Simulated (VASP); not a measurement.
# CuAs (P6_3/mmc) in VASP: further runs, part 3 of 4

VASP 6.6.1. Earlier steps stand in the parts before.

### Step 4. Single point, LDA (volume 13.824 Å^3 an atom, c/a of the conventional cell 1.2853)

INCAR reads:

```
  PREC = Accurate
  ENCUT = 520
  EDIFF = 1E-6
  ISMEAR = 0
  SIGMA = 0.15
  LREAL = F
  LASPH = T
  NELM = 100
  ALGO = Normal
  ISIF = 2
  LWAVE = F
  LCHARG = T
  LELF = T
  LVHAR = T
  NBANDS = 24
```

KPOINTS reads:

```
Automatic mesh
0
Gamma
  15 15 10
```

POSCAR reads:

```
CuAs
1.0
    3.6760866713      0.0000000000      0.0000000000
   -1.8380433357      3.1835844439      0.0000000000
    0.0000000000      0.0000000000      4.7248888920
Cu As
2 2
Direct
    0.0000000000      0.0000000000      0.5000000000
    0.0000000000      0.0000000000      0.0000000000
    0.6666666667      0.3333333333      0.7500000000
    0.3333333333      0.6666666667      0.2500000000
```

Potentials or basis: VASP PAW LDA potentials, release 64 (Cu, As).

Started as:

```
cat potpaw_LDA.64/Cu/POTCAR potpaw_LDA.64/As/POTCAR > POTCAR
mpirun -np 1 vasp_std > vasp.out
```

OUTCAR:

```text
PREC = Accurate
   ENCUT = 520
   EDIFF = 1E-6
   ISMEAR = 0
   LREAL = F
   LASPH = T
   NELM = 100
   ISIF = 2

 ion  position               nearest neighbor table
   1  0.000  0.000  0.500-   2 2.36   2 2.36   4 2.43   3 2.43   3 2.43   4 2.43   3 2.43   4 2.43

   2  0.000  0.000  0.000-   1 2.36   1 2.36   4 2.43   3 2.43   3 2.43   4 2.43   3 2.43   4 2.43

   3  0.667  0.333  0.750-   1 2.43   2 2.43   1 2.43   2 2.43   1 2.43   2 2.43
   4  0.333  0.667  0.250-   1 2.43   2 2.43   1 2.43   2 2.43   1 2.43   2 2.43

  LATTYP: Found a hexagonal cell.
 ALAT       =     3.6760866713
 C/A-ratio  =     1.2853039970

  Lattice vectors:

 A1 = (   3.6760866713,   0.0000000000,   0.0000000000)
 A2 = (  -1.8380433357,   3.1835844439,   0.0000000000)
 A3 = (   0.0000000000,   0.0000000000,   4.7248888920)

Analysis of symmetry for initial positions (statically):
=====================================================================
 Subroutine PRICEL returns:
 Original cell was already a primitive cell.

 Routine SETGRP: Setting up the symmetry group for a
 hexagonal supercell.

 Subroutine GETGRP returns: Found 24 space group operations
 (whereof 12 operations were pure point group operations)
 out of a pool of 24 trial point group operations.

The static configuration has the point symmetry D_3d.
 The point group associated with its full space group is D_6h.

Analysis of symmetry for dynamics (positions and initial velocities):
=====================================================================
 Subroutine PRICEL returns:
 Original cell was already a primitive cell.

 Routine SETGRP: Setting up the symmetry group for a
 hexagonal supercell.

 Subroutine GETGRP returns: Found 24 space group operations
 (whereof 12 operations were pure point group operations)
 out of a pool of 24 trial point group operations.

The dynamic configuration has the point symmetry D_3d.
 The point group associated with its full space group is D_6h.

 Subroutine INISYM returns: Found 24 space group operations
 (whereof 12 operations are pure point group operations),
 and found     1 'primitive' translations

----------------------------------------------------------------------------------------

                                     Primitive cell

  volume of cell :      55.2960

  direct lattice vectors                    reciprocal lattice vectors
     3.676086671  0.000000000  0.000000000     0.272028407  0.157055674  0.000000000
    -1.838043336  3.183584444  0.000000000     0.000000000  0.314111348  0.000000000
     0.000000000  0.000000000  4.724888892     0.000000000  0.000000000  0.211645188

  length of vectors
     3.676086671  3.676086671  4.724888892     0.314111348  0.314111348  0.211645188

  position of ions in fractional coordinates (direct lattice)
     0.000000000  0.000000000  0.500000000
     0.000000000  0.000000000  0.000000000
     0.666666667  0.333333333  0.750000000
     0.333333333  0.666666667  0.250000000

  ion indices of the primitive-cell ions
   primitive index   ion index
                 1           1
                 2           2
                 3           3
                 4           4

----------------------------------------------------------------------------------------

[... 25 lines left out ...]
            Coordinates               Weight
  0.000000  0.000000  0.000000      1.000000
  0.066667  0.000000  0.000000      6.000000
  0.133333  0.000000  0.000000      6.000000
  0.200000  0.000000  0.000000      6.000000
  0.266667  0.000000  0.000000      6.000000
  0.333333  0.000000  0.000000      6.000000
[... 16 lines left out ...]
  0.333333  0.200000  0.000000     12.000000
  0.400000  0.200000  0.000000      6.000000
 [... further k-points ...]
   k-points           NKPTS =    162   k-points in BZ     NKDIM =    162   number of bands    NBANDS=     24
   number of dos      NEDOS =    301   number of ions     NIONS =      4
   total plane-waves  NPLWV =  28224
   dimension x,y,z NGX =    28 NGY =   28 NGZ =   36
   dimension x,y,z NGXF=    56 NGYF=   56 NGZF=   72
   ions per type =               2   2
   NGX,Y,Z   is equivalent  to a cutoff of  12.66, 12.66, 12.67 a.u.
   NGXF,Y,Z  is equivalent  to a cutoff of  25.33, 25.33, 25.33 a.u.
 SYSTEM =  unknown system
   PREC   = accura    normal or accurate (medium, high low for compatibility)
   ISTART =      0    job   : 0-new  1-cont  2-samecut
   ICHARG =      2    charge: 1-file 2-atom 10-const
   ISPIN  =      1    spin polarized calculation?
   LNONCOLLINEAR =      F non collinear calculations
   LSORBIT =      F    spin-orbit coupling
   LASPH  =      T    aspherical Exc in radial PAW
   ENCUT  =  520.0 eV  38.22 Ry    6.18 a.u.   6.84  6.84  8.79*2*pi/ulx,y,z
   NELM   =    100;   NELMIN=  2; NELMDL= -5     # of ELM steps
   EDIFF  = 0.1E-05   stopping-criterion for ELM
   LREAL  =      F    real-space projection
   EDIFFG = 0.1E-04   stopping-criterion for IOM
   NSW    =      0    number of steps for IOM
   IBRION =     -1    ionic relax: 0-MD 1-quasi-New 2-CG
   NFREE  =      0    steps in history (QN), initial steepest desc. (CG)
   ISIF   =      2    stress and relaxation
   ISYM   =      2    0-nonsym 1-usesym 2-fastsym
   POTIM  = 0.5000    time-step for ionic-motion
   TEBEG  =    0.0;   TEEND  =   0.0 temperature during run
   PSTRESS=    0.0 pullay stress
   NELECT =      32.0000    total number of electrons
   NUPDOWN=      -1.0000    fix difference up-down
   EMIN   =  10.00;   EMAX   =-10.00  energy-range for DOS
   EFERMI =   0.00;   METHOD = LEGACY
   ISMEAR =     0;   SIGMA  =   0.15  broadening in eV -4-tet -1-fermi 0-gaus
   EFERMI_NEDOS =   21; number of points for ismear=-14 and -15
   IALGO  =     38    algorithm
   IMIX   =      4    mixing-type and parameters
     AMIX     =   0.40;   BMIX     =  1.00
     AMIX_MAG =   1.60;   BMIX_MAG =  1.00
  volume/ion in A,a.u.               =      13.82        93.29
  Fermi-wavevector in a.u.,A,eV,Ry     =   1.364249  2.578056 25.322821  1.861175
  Thomas-Fermi vector in A             =   2.490581
   LORBIT       =      0    0 simple, 1 ext, 2 COOP (PROOUT), +10 PAW based schemes
   GGA     = CA    functional components
   LHFCALC =     F    Hartree Fock is set to
   AEXX    =    0.0000 exact exchange contribution
   IVDW    =     0    specifies the selected vdW correction
   LEPSILON=     F    determine dielectric tensor
   LRPA    =     F    only Hartree local field effects (RPA)
 non-spin polarized calculation
 Gauss-broadening in eV      SIGMA  =   0.15
  energy-cutoff  :      520.00
  volume of cell :       55.30
 maximum number of plane-waves:      1509
 NGX is ok and might be reduce to    28
   NGX = 13   NGY = 13   NGZ = 17

 number of electron      31.9999995 magnetization

 Free energy of the ion-electron system (eV)
  ---------------------------------------------------
  ext. energy  EPLUGINS =         0.00000000
  ---------------------------------------------------
  free energy    TOTEN  =       -19.91792513 eV

  energy without entropy =      -19.90091106  energy(sigma->0) =      -19.90941810

 E-fermi :   8.4020     XC(G=0): -12.1649

 val. band max:        8.3907546589   @ k =   0.2667   0.2667   0.2000
 cond. band min:       8.4039918421   @ k =   0.4667   0.0667   0.3000
 fundamental gap:      0.0132371833
 Fermi energy:         8.4019642556

 k-point     1 :       0.0000    0.0000    0.0000
  band No.  band energies     occupation
      1      -6.4915      2.00000
      2      -1.9102      2.00000
      3       1.1257      2.00000
      4       2.5410      2.00000
      5       2.5410      2.00000
      6       2.9144      2.00000
[... 637 lines left out ...]
     23      18.1928      0.00000
     24      18.6347      0.00000

 [... further k-points ...]

------------------------ aborting loop because EDIFF is reached ----------------------------------------

  FORCE on cell =-STRESS in cart. coord.  units (eV):
  Direction    XX          YY          ZZ          XY          YZ          ZX
  --------------------------------------------------------------------------------------
  -------------------------------------------------------------------------------------
  Total        4.7310505      4.7310505      4.7782555     -0.0000000      0.0000000      0.0000000
  in kB      137.0801103    137.0801103    138.4478556     -0.0000000      0.0000000      0.0000000
  external PRESSURE =     137.5360254 kB  Pullay stress =       0.0000000 kB

 VOLUME and BASIS-vectors are now :
 -----------------------------------------------------------------------------
  energy-cutoff  :      520.00
  volume of cell :       55.30
      direct lattice vectors                 reciprocal lattice vectors
     3.676086671  0.000000000  0.000000000     0.272028407  0.157055674  0.000000000
    -1.838043336  3.183584444  0.000000000     0.000000000  0.314111348  0.000000000
     0.000000000  0.000000000  4.724888892     0.000000000  0.000000000  0.211645188

 POSITION                                       TOTAL-FORCE (eV/Angst)
 -----------------------------------------------------------------------------------
      0.00000      0.00000      2.36244         0.000000      0.000000      0.000000
      0.00000      0.00000      0.00000         0.000000      0.000000      0.000000
      1.83804      1.06119      3.54367        -0.000000      0.000000      0.000000
     -0.00000      2.12239      1.18122         0.000000     -0.000000     -0.000000
 -----------------------------------------------------------------------------------
    total drift:                               -0.000000      0.000000      0.000000

  FREE ENERGIE OF THE ION-ELECTRON SYSTEM (eV)
  ---------------------------------------------------
  free  energy   TOTEN  =       -19.9179251333 eV

  energy  without entropy=      -19.9009110643  energy(sigma->0) =      -19.90941810
```

stdout:

```text
POSCAR found type information on POSCAR CuAs
 POSCAR found :  2 types and       4 ions
 scaLAPACK will be used
 LDA part: xc-table for (Slater(with rela. corr.)+CA(PZ))
 , standard interpolation
 POSCAR, INCAR and KPOINTS ok, starting setup
 FFT: planning ... GRIDC
 FFT: planning ... GRID_SOFT
 FFT: planning ... GRID
 WAVECAR not read
 entering main loop
```

Wall time 4.3 min (1 thread of Intel Xeon Platinum 8175M at 2.50GHz (Skylake/Cascade Lake), shared host); peak memory 0.3 GiB.

Results:

- Free energy: -19.9179 eV
- Pressure: 13.8 GPa
- Band gap on the k mesh: zero (band 16 reaches 9.78 eV, above the bottom of band 17 at 7.45 eV)

Stress tensor (GPa, compression positive):
```
13.71  0.00  0.00
 0.00 13.71  0.00
 0.00  0.00 13.84
```

### Step 5. Single point, LDA (volume 13.824 Å^3 an atom, c/a of the conventional cell 1.4511)

INCAR reads:

```
SYSTEM = CuAs
  PREC = Accurate
  ENCUT = 520
  EDIFF = 1E-7
  ISMEAR = 0
  SIGMA = 0.15
  LREAL = .FALSE.
  LASPH = .TRUE.
  NELM = 60
  ALGO = Normal
  ISIF = 2
  LWAVE = .FALSE.
  LCHARG = .FALSE.
  GGA = CA
  NBANDS = 24
```

KPOINTS reads:

```
regular mesh
0
G
  15 15 10
  0 0 0
```

POSCAR reads:

```
CuAs
1.0
    3.5303837402      0.0000000000      0.0000000000
   -1.7651918701      3.0574020041      0.0000000000
    0.0000000000      0.0000000000      5.1229398453
Cu As
2 2
Direct
    0.0000000000      0.0000000000      0.5000000000
    0.0000000000      0.0000000000      0.0000000000
    0.6666666667      0.3333333333      0.7500000000
    0.3333333333      0.6666666667      0.2500000000
```

Started as:

```
cat potpaw_LDA.64/Cu/POTCAR potpaw_LDA.64/As/POTCAR > POTCAR
mpirun -np 1 vasp_std > vasp.out
```

Wall time 4.5 min (1 thread of Intel Xeon Platinum 8175M at 2.50GHz (Skylake/Cascade Lake), shared host); peak memory 0.3 GiB.

It converged, with:

| Property | Result |
| --- | --- |
| Free energy | -19.7148 eV |
| Pressure | 14.3 GPa |
| Band gap on the k mesh | zero (band 16 reaches 10.42 eV, above the bottom of band 17 at 7.36 eV) |

Stress tensor (GPa, compression positive):
```
18.46  0.00  0.00
 0.00 18.46  0.00
 0.00  0.00  6.04
```

Levels at points of the mesh, in eV from the Fermi level:
| k point | band 12 | band 13 | band 14 | band 15 | band 16 | band 17 | band 18 | band 19 | band 20 | band 21 |
| --- | --- | --- | --- | --- | --- | --- | --- | --- | --- | --- |
| (0.00, 0.00, 0.00) | -3.64 | -2.33 | 0.31 | 0.31 | 2.02 | 2.02 | 2.50 | 3.62 | 5.62 | 6.78 |
| (0.00, 0.00, 0.50) | -4.16 | -1.59 | -1.59 | 1.49 | 1.49 | 1.49 | 1.49 | 5.35 | 5.35 | 6.60 |

[end of part 3 of 4]
